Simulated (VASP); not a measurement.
# Na2S (Fm-3m) in VASP: notebook

Aim: see how the results for Na2S move with the level of theory and the settings. Levels: PBE-based screened hybrid with 10 % exact exchange, HSE06. Tasks: single point.

Program: VASP 6.6.1. These are calculated values, not measurements. Logs are shortened: lines on timing, memory, paths and dates and some standing lists are left out, and cuts for length are marked.

### Step 1. The cell of the first run

The structure is cubic, space group Fm-3m (No. 225). Conventional cell: a = 6.511 Å, b = 6.511 Å, c = 6.511 Å, α = 90.00°, β = 90.00°, γ = 90.00°. Na (site symmetry -43m) has 4 S at 2.82 Å and 6 Na at 3.26 Å within 3.7 Å. S (site symmetry m-3m) has 8 Na at 2.82 Å within 3.7 Å.

### Step 2. Single point, PBE-based screened hybrid with 10 % exact exchange

Contents of POSCAR:

```
Na2S
1.0
    0.0000000000      3.2554286299      3.2554286299
    3.2554286299      0.0000000000      3.2554286299
    3.2554286299      3.2554286299      0.0000000000
Na S
2 1
Direct
    0.2500000000      0.2500000000      0.2500000000
    0.7500000000      0.7500000000      0.7500000000
    0.0000000000      0.0000000000      0.0000000000
```

Contents of INCAR.step1:

```
PREC = Accurate
ENCUT = 400
EDIFF = 1E-5
ISMEAR = 0
SIGMA = 0.01
LREAL = False
LASPH = True
NELM = 120
ALGO = Normal
ISIF = 2
LWAVE = True
LCHARG = False
NBANDS = 17
GGA = PE
GGA_COMPAT = False
```

Contents of INCAR.step2:

```
PREC = Accurate
ENCUT = 400
EDIFF = 1E-6
ISMEAR = 0
SIGMA = 0.01
LREAL = False
LASPH = True
NELM = 120
ALGO = Normal
ISIF = 2
LWAVE = False
LCHARG = False
GGA = PE
LHFCALC = True
AEXX = 0.1
HFSCREEN = 0.1
PRECFOCK = Normal
NBANDS = 17
ISTART = 1
GGA_COMPAT = False
```

Contents of KPOINTS:

```
regular mesh
0
Gamma
  4 4 4
```

Potentials or basis: VASP PAW PBE potentials, release 64 (Na_pv, S).

Launch:

```sh
$ cat potpaw_PBE.64/Na_pv/POTCAR potpaw_PBE.64/S/POTCAR > POTCAR
$ cp INCAR.step1 INCAR
$ mpirun -np 1 vasp_std > vasp.out
$ cp INCAR.step2 INCAR
$ mpirun -np 1 vasp_std > vasp.out
```

OUTCAR:

```text
PREC = Accurate
   ENCUT = 400
   EDIFF = 1E-6
   ISMEAR = 0
   LREAL = False
   LASPH = True
   NELM = 120
   ISIF = 2
   GGA = PE
   LHFCALC = True
   AEXX = 0.1
   HFSCREEN = 0.1
   PRECFOCK = Normal
   ISTART = 1

 ion  position               nearest neighbor table
   1  0.250  0.250  0.250-
   2  0.750  0.750  0.750-
   3  0.000  0.000  0.000-

  LATTYP: Found a face centered cubic cell.
 ALAT       =     6.5108572598

  Lattice vectors:

 A1 = (   0.0000000000,   3.2554286299,   3.2554286299)
 A2 = (   3.2554286299,   0.0000000000,   3.2554286299)
 A3 = (   3.2554286299,   3.2554286299,   0.0000000000)

Analysis of symmetry for initial positions (statically):
=====================================================================
 Subroutine PRICEL returns:
 Original cell was already a primitive cell.

 Routine SETGRP: Setting up the symmetry group for a
 face centered cubic supercell.

 Subroutine GETGRP returns: Found 48 space group operations
 (whereof 48 operations were pure point group operations)
 out of a pool of 48 trial point group operations.

The static configuration has the point symmetry O_h .

Analysis of symmetry for dynamics (positions and initial velocities):
=====================================================================
 Subroutine PRICEL returns:
 Original cell was already a primitive cell.

 Routine SETGRP: Setting up the symmetry group for a
 face centered cubic supercell.

 Subroutine GETGRP returns: Found 48 space group operations
 (whereof 48 operations were pure point group operations)
 out of a pool of 48 trial point group operations.

The dynamic configuration has the point symmetry O_h .

 Subroutine INISYM returns: Found 48 space group operations
 (whereof 48 operations are pure point group operations),
 and found     1 'primitive' translations

----------------------------------------------------------------------------------------

                                     Primitive cell

  volume of cell :      69.0009

  direct lattice vectors                    reciprocal lattice vectors
     0.000000000  3.255428630  3.255428630    -0.153589606  0.153589606  0.153589606
     3.255428630  0.000000000  3.255428630     0.153589606 -0.153589606  0.153589606
     3.255428630  3.255428630  0.000000000     0.153589606  0.153589606 -0.153589606

  length of vectors
     4.603871320  4.603871320  4.603871320     0.266025001  0.266025001  0.266025001

  position of ions in fractional coordinates (direct lattice)
     0.250000000  0.250000000  0.250000000
     0.750000000  0.750000000  0.750000000
     0.000000000  0.000000000  0.000000000

  ion indices of the primitive-cell ions
   primitive index   ion index
                 1           1
                 2           2
                 3           3

----------------------------------------------------------------------------------------

 KPOINTS: regular mesh

Automatic generation of k-mesh.
 Grid dimensions read from file:
 generate k-points for:    4    4    4

 Generating k-lattice:

  Cartesian coordinates                     Fractional coordinates (reciprocal lattice)
    -0.038397401  0.038397401  0.038397401     0.250000000  0.000000000  0.000000000
     0.038397401 -0.038397401  0.038397401     0.000000000  0.250000000  0.000000000
     0.038397401  0.038397401 -0.038397401     0.000000000  0.000000000  0.250000000

  Length of vectors
     0.066506250  0.066506250  0.066506250

  Shift w.r.t. Gamma in fractional coordinates (k-lattice)
     0.000000000  0.000000000  0.000000000

 Subroutine IBZKPT returns following result:
 ===========================================

 Found      8 irreducible k-points:

 Following reciprocal coordinates:
            Coordinates               Weight
  0.000000  0.000000  0.000000      1.000000
  0.250000  0.000000  0.000000      8.000000
  0.500000  0.000000  0.000000      4.000000
  0.250000  0.250000  0.000000      6.000000
  0.500000  0.250000  0.000000     24.000000
 -0.250000  0.250000  0.000000     12.000000
  0.500000  0.500000  0.000000      3.000000
 -0.250000  0.500000  0.250000      6.000000
   k-points           NKPTS =      8   k-points in BZ     NKDIM =     64   number of bands    NBANDS=     17
   number of dos      NEDOS =    301   number of ions     NIONS =      3
   total plane-waves  NPLWV =  27000
   dimension x,y,z NGX =    30 NGY =   30 NGZ =   30
   dimension x,y,z NGXF=    60 NGYF=   60 NGZF=   60
   ions per type =               2   1
   NGX,Y,Z   is equivalent  to a cutoff of  10.83, 10.83, 10.83 a.u.
   NGXF,Y,Z  is equivalent  to a cutoff of  21.67, 21.67, 21.67 a.u.
 SYSTEM =  unknown system
   PREC   = accura    normal or accurate (medium, high low for compatibility)
   ISTART =      1    job   : 0-new  1-cont  2-samecut
   ICHARG =      0    charge: 1-file 2-atom 10-const
   ISPIN  =      1    spin polarized calculation?
   LNONCOLLINEAR =      F non collinear calculations
   LSORBIT =      F    spin-orbit coupling
   LASPH  =      T    aspherical Exc in radial PAW
   ENCUT  =  400.0 eV  29.40 Ry    5.42 a.u.   7.51  7.51  7.51*2*pi/ulx,y,z
   NELM   =    120;   NELMIN=  2; NELMDL=  0     # of ELM steps
   EDIFF  = 0.1E-05   stopping-criterion for ELM
   LREAL  =      F    real-space projection
   EDIFFG = 0.1E-04   stopping-criterion for IOM
   NSW    =      0    number of steps for IOM
   IBRION =     -1    ionic relax: 0-MD 1-quasi-New 2-CG
   NFREE  =      0    steps in history (QN), initial steepest desc. (CG)
   ISIF   =      2    stress and relaxation
   ISYM   =      3    0-nonsym 1-usesym 2-fastsym
   POTIM  = 0.5000    time-step for ionic-motion
   TEBEG  =    0.0;   TEEND  =   0.0 temperature during run
   PSTRESS=    0.0 pullay stress
   NELECT =      20.0000    total number of electrons
   NUPDOWN=      -1.0000    fix difference up-down
   EMIN   =  10.00;   EMAX   =-10.00  energy-range for DOS
   EFERMI =   0.00;   METHOD = LEGACY
   ISMEAR =     0;   SIGMA  =   0.01  broadening in eV -4-tet -1-fermi 0-gaus
   EFERMI_NEDOS =   21; number of points for ismear=-14 and -15
   IALGO  =     38    algorithm
   IMIX   =      1    mixing-type and parameters
     AMIX     =   0.40;   BMIX     =  1.00
     AMIX_MAG =   1.60;   BMIX_MAG =  1.00
  volume/ion in A,a.u.               =      23.00       155.21
  Fermi-wavevector in a.u.,A,eV,Ry     =   1.083428  2.047382 15.970734  1.173816
  Thomas-Fermi vector in A             =   2.219494
   LORBIT       =      0    0 simple, 1 ext, 2 COOP (PROOUT), +10 PAW based schemes
   GGA     = PE    functional components
   LHFCALC =     T    Hartree Fock is set to
   PRECFOCK=normal    Normal, Fast or Accurate (Low or Medium for compatibility)
   ENCUT4O =  -1.0   cutoff for four orbital integrals eV
   NKREDX  =     1    reduce k-point grid by
   NKREDY  =     1    reduce k-point grid by
   NKREDZ  =     1    reduce k-point grid by
   AEXX    =    0.1000 exact exchange contribution
   HFSCREEN=    0.1000 screening length (either q_TF or 0.3 A-1)
   HFSCREENC=   0.1000 screening length for correlation (either q_TF or 0.3 A-1)
   ENCUTFOCK=  -1.0 apply spherical cutoff to Coloumb kernel
   IVDW    =     0    specifies the selected vdW correction
   LEPSILON=     F    determine dielectric tensor
   LRPA    =     F    only Hartree local field effects (RPA)
 non-spin polarized calculation
 Gauss-broadening in eV      SIGMA  =   0.01
  energy-cutoff  :      400.00
  volume of cell :       69.00
 maximum number of plane-waves:      1283
  NGX = 24; NGY = 24; NGZ = 24

 number of electron      19.9999976 magnetization

 Free energy of the ion-electron system (eV)
  ---------------------------------------------------
  ext. energy  EPLUGINS =         0.00000000
  ---------------------------------------------------
  free energy    TOTEN  =       -10.74535589 eV

  energy without entropy =      -10.74535589  energy(sigma->0) =      -10.74535589

 E-fermi :   0.0043     XC(G=0):  -7.2826

 val. band max:       -0.1107225569   @ k =   0.0000   0.0000   0.0000
 cond. band min:       2.9317402207   @ k =   0.0000   0.0000   0.0000
 fundamental gap:      3.0424627775
 Fermi energy:         0.0043180873

 k-point     1 :       0.0000    0.0000    0.0000
  band No.  band energies     occupation
      1     -23.2634      2.00000
      2     -23.2634      2.00000
      3     -23.2634      2.00000
      4     -23.2088      2.00000
      5     -23.2088      2.00000
      6     -23.2088      2.00000
[... 9 lines left out ...]
     16       9.9153      0.00000
     17      11.8077      0.00000

 k-point     2 :       0.2500    0.0000    0.0000
  band No.  band energies     occupation
      1     -23.2582      2.00000
      2     -23.2560      2.00000
      3     -23.2560      2.00000
      4     -23.2208      2.00000
      5     -23.2173      2.00000
      6     -23.2173      2.00000
[... 9 lines left out ...]
     16       9.7142      0.00000
     17      10.9050      0.00000

 k-point     3 :       0.5000    0.0000    0.0000
  band No.  band energies     occupation
      1     -23.2453      2.00000
      2     -23.2396      2.00000
      3     -23.2380      2.00000
      4     -23.2380      2.00000
      5     -23.2361      2.00000
      6     -23.2361      2.00000
[... 9 lines left out ...]
     16      12.0476      0.00000
     17      12.0476      0.00000

 k-point     4 :       0.2500    0.2500    0.0000
  band No.  band energies     occupation
      1     -23.2695      2.00000
      2     -23.2695      2.00000
      3     -23.2502      2.00000
      4     -23.2292      2.00000
      5     -23.2054      2.00000
      6     -23.2053      2.00000
[... 9 lines left out ...]
     16      10.7538      0.00000
     17      13.0934      0.00000

 k-point     5 :       0.5000    0.2500    0.0000
  band No.  band energies     occupation
      1     -23.2753      2.00000
      2     -23.2652      2.00000
      3     -23.2638      2.00000
      4     -23.2133      2.00000
      5     -23.2117      2.00000
      6     -23.2068      2.00000
[... 9 lines left out ...]
     16      12.1420      0.00000
     17      12.7311      0.00000

 k-point     6 :      -0.2500    0.2500    0.0000
  band No.  band energies     occupation
      1     -23.2764      2.00000
      2     -23.2463      2.00000
      3     -23.2420      2.00000
      4     -23.2353      2.00000
      5     -23.2325      2.00000
      6     -23.2017      2.00000
[... 9 lines left out ...]
     16      11.5639      0.00000
     17      12.6491      0.00000

 k-point     7 :       0.5000    0.5000    0.0000
  band No.  band energies     occupation
      1     -23.2904      2.00000
      2     -23.2752      2.00000
      3     -23.2752      2.00000
      4     -23.2013      2.00000
      5     -23.2013      2.00000
      6     -23.1946      2.00000
[... 9 lines left out ...]
     16      12.4022      0.00000
     17      12.6480      0.00000

 k-point     8 :      -0.2500    0.5000    0.2500
  band No.  band energies     occupation
      1     -23.2856      2.00000
      2     -23.2800      2.00000
      3     -23.2383      2.00000
      4     -23.2383      2.00000
      5     -23.1983      2.00000
      6     -23.1976      2.00000
[... 9 lines left out ...]
     16      11.2318      0.00000
     17      12.6505      0.00000

------------------------ aborting loop because EDIFF is reached ----------------------------------------

  FORCE on cell =-STRESS in cart. coord.  units (eV):
  Direction    XX          YY          ZZ          XY          YZ          ZX
  --------------------------------------------------------------------------------------
  -------------------------------------------------------------------------------------
  Total        0.1513246      0.1513246      0.1513246     -0.0000000      0.0000000     -0.0000000
  in kB        3.5137084      3.5137084      3.5137084     -0.0000000      0.0000000     -0.0000000
  external PRESSURE =       3.5137084 kB  Pullay stress =       0.0000000 kB

 VOLUME and BASIS-vectors are now :
 -----------------------------------------------------------------------------
  energy-cutoff  :      400.00
  volume of cell :       69.00
      direct lattice vectors                 reciprocal lattice vectors
     0.000000000  3.255428630  3.255428630    -0.153589606  0.153589606  0.153589606
     3.255428630  0.000000000  3.255428630     0.153589606 -0.153589606  0.153589606
     3.255428630  3.255428630  0.000000000     0.153589606  0.153589606 -0.153589606

 POSITION                                       TOTAL-FORCE (eV/Angst)
 -----------------------------------------------------------------------------------
      1.62771      1.62771      1.62771        -0.000000     -0.000000      0.000000
      4.88314      4.88314      4.88314         0.000000      0.000000      0.000000
      0.00000      0.00000      0.00000        -0.000000      0.000000     -0.000000
 -----------------------------------------------------------------------------------
    total drift:                               -0.000000     -0.000001     -0.000002

  FREE ENERGIE OF THE ION-ELECTRON SYSTEM (eV)
  ---------------------------------------------------
  free  energy   TOTEN  =       -10.7453558918 eV

  energy  without entropy=      -10.7453558918  energy(sigma->0) =      -10.74535589
```

Run time: 3.8 min. Hardware: 1 thread of Intel Xeon Platinum 8488C (Sapphire Rapids), shared host; peak memory 0.27 GiB.

Results:

* Free energy: -10.7454 eV
* Pressure: 0.4 GPa
* Band gap on the k mesh: 3.04 eV

Caveat: the PAW data sets were made with another functional, which shifts forces and pressure a little.

### Step 3. Single point, HSE06

POSCAR is that of step 2.

Contents of INCAR.step1:

```
PREC = Accurate
ENCUT = 400
EDIFF = 1E-5
ISMEAR = 1
SIGMA = 0.5
LREAL = F
LASPH = T
NELM = 120
ALGO = Normal
ISIF = 2
LWAVE = T
LCHARG = F
GGA = PE
NBANDS = 17
GGA_COMPAT = F
```

Contents of INCAR.step2:

```
PREC = Accurate
ENCUT = 400
EDIFF = 1E-6
ISMEAR = 1
SIGMA = 0.5
LREAL = F
LASPH = T
NELM = 120
ALGO = Normal
ISIF = 2
LWAVE = F
LCHARG = F
GGA = PE
LHFCALC = T
HFSCREEN = 0.2079
PRECFOCK = Normal
ISTART = 1
NBANDS = 17
GGA_COMPAT = F
```

KPOINTS is that of step 2.

Potentials or basis: VASP PAW PBE potentials, release 64 (Na_pv, S).

Launch:

```sh
$ cat potpaw_PBE.64/Na_pv/POTCAR potpaw_PBE.64/S/POTCAR > POTCAR
$ cp INCAR.step1 INCAR
$ mpirun -np 1 vasp_std > vasp.out
$ cp INCAR.step2 INCAR
$ mpirun -np 1 vasp_std > vasp.out
```

Wall time 4.2 min (1 thread of Intel Xeon Platinum 8488C (Sapphire Rapids), shared host); peak memory 0.26 GiB.

It converged, with:

| Property | Result |
| --- | --- |
| Free energy | -11.4694 eV |
| Pressure | 0.0 GPa |
| Band gap on the k mesh | 3.51 eV |

Levels at points of the mesh, in eV from the valence-band top:
```tsv
k point	band 8	band 9	band 10	band 11	band 12	band 13
(0.00, 0.00, 0.00)	0.00	0.00	0.00	3.51	8.96	8.96
(0.50, 0.00, 0.00)	-1.79	-0.16	-0.16	5.94	7.60	8.28
(0.50, 0.50, 0.00)	-1.61	-0.53	-0.53	4.77	7.17	9.91
```

Caveat: the PAW data sets were made with another functional, which shifts forces and pressure a little.
